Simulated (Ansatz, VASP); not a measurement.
## Sb2Pt in VASP and in Ansatz

```
Sb Pt
1.0
     6.44230    0.00000    0.00000
     0.00000    6.44230    0.00000
     0.00000    0.00000    6.44230
Sb Pt
8 4
Direct
  0.37450 0.37450 0.37450
  0.12550 0.62550 0.87450
  0.87450 0.12550 0.62550
  0.62550 0.87450 0.12550
  0.62550 0.62550 0.62550
  0.87450 0.37450 0.12550
  0.12550 0.87450 0.37450
  0.37450 0.12550 0.87450
  0.00000 0.00000 0.00000
  0.50000 0.00000 0.50000
  0.50000 0.50000 0.00000
  0.00000 0.50000 0.50000
```

Alike in both runs: task electric field gradients; functional r2SCAN; k mesh 5 × 5 × 5; occupations fermi-dirac, width 0.05 eV; no spin polarisation.

|  | VASP | Ansatz |
| --- | --- | --- |
| version | VASP 6.6.1 | Ansatz 0.2.0 |
| potentials or method | VASP PAW PBE potentials, release 64 (Sb, Pt) | plane-wave PAW, scalar-relativistic |
| plane-wave cutoff (eV) | 520 | 500 |
| valence electrons in the cell | 80 | 192 |

```csv
,VASP,Ansatz,Ansatz less VASP
pressure (GPa),3.4,3.6,+0.13
rms of the force components (eV/Å),0.045,0.061,+0.0152
size of Vzz on the site where it differs most (V/Å²),28.3,73.1,+44.78
```

VASP's potentials were made for PBE, not for r2SCAN. Atom by atom the forces differ by 0.015 eV/Å (rms over components). One of these differences is far larger than is usual between the two programs; its cause wasn't traced. VASP's potentials hold 80 valence electrons a cell and Ansatz's 192, so a difference there can come from the potentials and not from the codes.

Neither program's run includes spin-orbit coupling.
